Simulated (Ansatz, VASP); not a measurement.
Te2As: VASP beside Ansatz

File INCAR:

```
SYSTEM = Te2As
  PREC = Accurate
  ENCUT = 600
  EDIFF = 1E-6
  ISMEAR = 0
  SIGMA = 0.1
  LREAL = .FALSE.
  LASPH = .TRUE.
  NELM = 100
  ALGO = Normal
  ISIF = 3
  LWAVE = .FALSE.
  LCHARG = .FALSE.
  GGA = PE
  IBRION = 2
  NSW = 100
  EDIFFG = -0.01
```

KPOINTS

```
Automatic mesh
0
G
  10 10 4
  0 0 0
```

POSCAR

```
Te2As
1.0
    4.2321273973      0.0000000000      0.0000000000
    0.0000000000      4.2321273973      0.0000000000
    0.0000000000      0.0000000000      9.8609745681
Te As
4 2
Direct
    0.5000000000      0.0000000000      0.6445149952
    0.0000000000      0.5000000000      0.3554850048
    0.5000000000      0.0000000000      0.0307563689
    0.0000000000      0.5000000000      0.9692436311
    0.5000000000      0.0000000000      0.3597621070
    0.0000000000      0.5000000000      0.6402378930
```

Input for Ansatz:

```yaml
crystal:
  lattice:
    - [4.2321273973, 0.0, 0.0]
    - [0.0, 4.2321273973, 0.0]
    - [0.0, 0.0, 9.8609745681]
  atoms:
    - { symbol: Te, position: [0.5, 0.0, 0.6445149952] }
    - { symbol: Te, position: [0.0, 0.5, 0.3554850048] }
    - { symbol: Te, position: [0.5, 0.0, 0.0307563689] }
    - { symbol: Te, position: [0.0, 0.5, 0.9692436311] }
    - { symbol: As, position: [0.5, 0.0, 0.359762107] }
    - { symbol: As, position: [0.0, 0.5, 0.640237893] }
basis:
  ecutwfc: 420
kpoints:
  mp_grid: { grid: [10, 10, 4] }
hamiltonian:
  xc: pbe
scf:
  occupations: { method: gaussian, width: 0.1 }
output:
  forces: true
  stress: true
  eigenvalues: true
relax:
  adjacent_minimum: "off"
  f_tol: 0.01
  max_steps: 80
  cell: { stress_tol: 0.05 }
```

Change from the starting cell: species swapped into the Ta2Se type (P4/nmm, No. 129).

Alike in both runs: task relaxation of cell and atoms; functional PBE; k mesh 10 × 10 × 4; occupations gaussian, width 0.1 eV; no spin polarisation.

|  | VASP | Ansatz |
| --- | --- | --- |
| version | VASP 6.6.1 | Ansatz 0.2.0 |
| potentials or method | VASP PAW PBE potentials, release 64 (Te, As), cutoff 600 eV | scalar-relativistic, plane waves, PAW |
| valence electrons in the cell | 34 | 94 |

```csv
,VASP,Ansatz,Ansatz less VASP
"gap on the k mesh at the Fermi level, each at its own relaxed structure (eV)",none,none,-
relaxed volume (Å³/atom),29.50,29.56,+0.058
relaxed cell length with the largest relative difference (Å),9.805,9.821,+0.0158
```

A gap of «none» marks a metal or a gap that the smearing closes. VASP's potentials hold 34 valence electrons a cell and Ansatz's 94, so a difference there can come from the potentials and not from the codes.

Neither program's run includes spin-orbit coupling. Noted on VASP's run: too few bands were computed for a metal, which touches its energy and stress.
